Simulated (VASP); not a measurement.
# Be2SbP3 (Cmmm) in VASP: a series of runs, part 2 of 2

VASP 6.6.1. The steps go on from the part before.

## (4) Relaxation of cell and atoms, PBE

This run uses another cell than the first one, of 19.23 Å³/atom.

Contents of INCAR:

```
SYSTEM = Be2SbP3
PREC     = Accurate       ! precision mode
ENCUT    = 600            ! plane-wave cutoff, eV
EDIFF    = 1E-6           ! SCF threshold, eV
ISMEAR   = 0              ! smearing method
SIGMA    = 0.1            ! smearing width, eV
LREAL    = .FALSE.        ! projectors in reciprocal space
LASPH    = .TRUE.         ! aspherical terms in the spheres
NELM     = 60             ! most SCF steps
ALGO     = Normal         ! electronic algorithm
ISIF     = 3              ! what is computed and relaxed
LWAVE    = .FALSE.        ! write WAVECAR
LCHARG   = .FALSE.        ! write CHGCAR
GGA      = PE             ! functional
IBRION   = 2              ! ionic algorithm
NSW      = 90             ! ionic steps
EDIFFG   = -0.04          ! ionic threshold
```

Contents of KPOINTS:

```
Automatic mesh
0
G
  4 4 4
  0 0 0
```

Contents of POSCAR:

```
Be2SbP3
1.0
    2.5122509500     -3.8614977300      0.0000000000
    2.5122509500      3.8614977300      0.0000000000
    0.0000000000      0.0000000000      5.9455449800
Be Sb P
2 1 3
Direct
    0.3409782200      0.6590217800      0.0000000000
    0.6590217800      0.3409782200      0.0000000000
    0.0000000000      0.0000000000      0.5000000000
    0.6380633900      0.3619366100      0.5000000000
    0.3619366100      0.6380633900      0.5000000000
    0.0000000000      0.0000000000      0.0000000000
```

Started as:

```console
> cat potpaw_PBE.64/Be/POTCAR potpaw_PBE.64/Sb/POTCAR potpaw_PBE.64/P/POTCAR > POTCAR
> mpirun -np 1 vasp_std > vasp.out
```

Wall time 3.5 min (1 thread of Intel Xeon 6975P-C (Granite Rapids), shared host); peak memory 0.3 GiB.

It converged, with:

```
Free energy                           : -24.8595 eV
Relaxed volume                        : 16.33 Å³/atom
Relaxed cell                          : a = 4.668 Å, b = 4.668 Å, c = 4.867 Å, α = 90.00°, β = 90.00°, γ = 112.49°
Space group after relaxing (to 0.1 Å) : Cmmm (No. 65)
Energy gained by relaxing             : 268.9 meV/atom
Ionic steps                           : 18
Pressure after relaxing               : 0.1 GPa
Largest force after relaxing          : 0.037 eV/Å
Band gap on the k mesh                : zero (bands 12 and 13 overlap by 2.58 eV)
```

Forces on the atoms (eV/Å):
```
Be   0.000 -0.011  0.000
Be   0.000  0.011  0.000
Sb   0.000  0.000  0.000
P    0.000 -0.037  0.000
P    0.000  0.037  0.000
P    0.000  0.000  0.000
```

Stress tensor (GPa, compression positive):
```
-0.10  0.00  0.00
 0.00  0.03  0.00
 0.00  0.00  0.36
```

Step by step:
| step | energy change (eV) | largest force (eV/Å) | pressure (GPa) | volume (Å³) |
| --- | --- | --- | --- | --- |
| 1 | 0.0000 | 1.1396 | -6.32 | 115.36 |
| 2 | -0.7847 | 0.9837 | -3.22 | 103.04 |
| 3 | -1.2328 | 0.4887 | 5.98 | 90.51 |
| 4 | -1.3472 | 0.3444 | 7.75 | 89.87 |
| 5 | -1.4068 | 0.2823 | 6.18 | 90.18 |
| 6 | -1.5156 | 0.2557 | -1.12 | 96.97 |
| 7 | -1.5184 | 0.2587 | -0.21 | 95.99 |
| 8 | -1.5306 | 0.2509 | -0.14 | 96.12 |
| 9 | -1.5429 | 0.2632 | 0.16 | 96.40 |
| 10 | -1.5538 | 0.2458 | -0.11 | 96.73 |
| 11 | -1.5808 | 0.2137 | -0.83 | 97.73 |
| 12 | -1.5996 | 0.1139 | -1.77 | 99.73 |
| 13 | -1.6046 | 0.1139 | -1.35 | 99.46 |
| 14 | -1.6073 | 0.1143 | -0.77 | 99.10 |
| 15 | -1.6093 | 0.1012 | -0.62 | 98.89 |
| 16 | -1.6130 | 0.0584 | -0.14 | 98.27 |
| 17 | -1.6092 | 0.0404 | 0.88 | 97.02 |
| 18 | -1.6134 | 0.0365 | 0.10 | 97.96 |

Final structure:
```
Be Sb P
1.0
     2.59348   -3.88065    0.00000
     2.59348    3.88065    0.00000
     0.00000    0.00000    4.86674
Be Sb P
2 1 3
Direct
  0.29849 0.70151 0.00000
  0.70151 0.29849 0.00000
  0.00000 0.00000 0.50000
  0.65378 0.34622 0.50000
  0.34622 0.65378 0.50000
  0.00000 0.00000 0.00000
```

Levels at points of the mesh, in eV from the Fermi level:
| k point | band 9 | band 10 | band 11 | band 12 | band 13 | band 14 | band 15 | band 16 |
| --- | --- | --- | --- | --- | --- | --- | --- | --- |
| (0.00, 0.00, 0.00) | -4.13 | -2.97 | -1.52 | -1.41 | -0.89 | -0.52 | 0.64 | 2.25 |
| (0.50, 0.00, 0.00) | -2.80 | -2.18 | -1.58 | -0.99 | 0.36 | 1.30 | 2.01 | 2.20 |
| (0.50, 0.50, 0.00) | -3.24 | -2.42 | -1.19 | -0.40 | -0.40 | 1.47 | 2.04 | 2.63 |
| (0.00, 0.00, 0.50) | -3.61 | -3.57 | -2.41 | -1.62 | -1.09 | -0.01 | 0.03 | 0.91 |
| (0.50, 0.00, 0.50) | -1.76 | -0.92 | -0.62 | 0.78 | 1.00 | 1.13 | 2.40 | 2.92 |
| (0.50, 0.50, 0.50) | -1.89 | -0.69 | -0.10 | 1.22 | 1.61 | 1.68 | 2.70 | 3.36 |

Caveat: the k points lie up to 0.36 Å⁻¹ apart in the final cell, too coarse for converged energies and pressures of a metal; the volume moved by over 15 % at a fixed basis, so the end points are rough; spin-orbit coupling is left out, which moves the levels of the heavy elements.

## (5) Single point, PBE

This run uses another cell than the first one, of 16.25 Å³/atom.

Contents of INCAR:

```
SYSTEM = Be2SbP3
PREC = Accurate
ENCUT = 520
EDIFF = 1E-7
ISMEAR = 0
SIGMA = 0.1
LREAL = .False.
LASPH = .True.
NELM = 80
ALGO = Normal
ISIF = 2
LWAVE = .False.
LCHARG = .False.
GGA = PE
NBANDS = 21
```

Contents of KPOINTS:

```
Automatic mesh
0
Gamma
  10 10 8
  0 0 0
```

Contents of POSCAR:

```
Be2SbP3
1.0
    2.5292580877     -3.8968535042      0.0000000000
    2.5292580877      3.8968535042      0.0000000000
    0.0000000000      0.0000000000      4.9447657078
Be Sb P
2 1 3
Direct
    0.3006498935      0.6993501065      0.0000000000
    0.6993501065      0.3006498935      0.0000000000
    0.0000000000      0.0000000000      0.5000000000
    0.6522016693      0.3477983307      0.5000000000
    0.3477983307      0.6522016693      0.5000000000
    0.0000000000      0.0000000000      0.0000000000
```

Started as:

```console
> cat potpaw_PBE.64/Be/POTCAR potpaw_PBE.64/Sb/POTCAR potpaw_PBE.64/P/POTCAR > POTCAR
> mpirun -np 1 vasp_std > vasp.out
```

Wall time 1.9 min (1 thread of Intel Xeon 6975P-C (Granite Rapids), shared host); peak memory 0.43 GiB.

It converged, with:

```yaml
Free_energy: -24.8328 eV
Pressure: 0.0 GPa
Largest_force: 0.025 eV/Å
Band_gap_on_the_k_mesh: zero (bands 12 and 13 overlap by 2.86 eV)
```

Forces on the atoms (eV/Å):
```
Be   0.000 -0.003  0.000
Be   0.000  0.003  0.000
Sb   0.000  0.000  0.000
P    0.000  0.025  0.000
P    0.000 -0.025  0.000
P    0.000  0.000  0.000
```

Stress tensor (GPa, compression positive):
```
-0.08  0.00  0.00
 0.00 -0.08  0.00
 0.00  0.00  0.21
```

Levels at points of the mesh, in eV from the Fermi level:
```
           k point  band 8  band 9  band 10  band 11  band 12  band 13  band 14  band 15  band 16  band 17
(0.00, 0.00, 0.00)   -4.63   -4.08    -2.72    -1.40    -1.25    -0.96    -0.50     0.53     2.03     3.55
(0.50, 0.00, 0.00)   -4.26   -2.78    -2.05    -1.27    -0.73     0.34     1.47     2.04     2.37     2.89
(0.50, 0.50, 0.00)   -3.82   -3.07    -2.50    -1.01    -0.36    -0.10     1.45     2.18     2.70     3.91
(0.00, 0.00, 0.50)   -3.65   -3.63    -3.59    -2.31    -1.46    -1.02    -0.18    -0.16     0.81     4.67
(0.50, 0.00, 0.50)   -3.52   -1.57    -0.58    -0.48     0.70     1.14     1.19     2.58     2.86     2.93
(0.50, 0.50, 0.50)   -3.97   -1.74    -0.56     0.21     1.06     1.55     1.64     2.51     3.17     3.51
```

Caveat: spin-orbit coupling is left out, which moves the levels of the heavy elements.

## (6) Summary

```csv
task,cell,k mesh,cutoff (eV),gap on the mesh (eV),pressure (GPa),largest force (eV/Å)
single point,"a = 4.666, b = 4.666, c = 4.870 Å, angles 90.0, 90.0, 112.6°, 6 atoms, atomic positions A",4 × 4 × 4,520,none,0.0,0.03
single point,"a = 4.607, b = 4.607, c = 5.946 Å, angles 90.0, 90.0, 113.9°, 6 atoms, atomic positions B",4 × 4 × 4,520,none,-6.3,1.14
relaxation of cell and atoms,"relaxed from a = 4.607, b = 4.607, c = 5.946 Å, angles 90.0, 90.0, 113.9°, 6 atoms, atomic positions B",4 × 4 × 4,600,none,0.1,0.04
single point,"a = 4.646, b = 4.646, c = 4.945 Å, angles 90.0, 90.0, 114.0°, 6 atoms, atomic positions C",10 × 10 × 8,520,none,0.0,0.03
```

Alike in all rows: level PBE; potentials or basis VASP PAW PBE potentials, release 64 (Be, Sb, P); no spin polarisation; smearing gaussian 0.1 eV.

Caveats: some runs use coarse meshes; spin-orbit coupling is left out, which moves the levels of the heavy elements; forces of over 1 eV/Å act on the atoms, so gaps and moduli don't describe the material at rest (at least some runs); the volume moved by over 15 % at a fixed basis, so the end points are rough (at least some runs).

Total energies depend on the potentials used, so only differences within one code and one set of settings carry meaning.
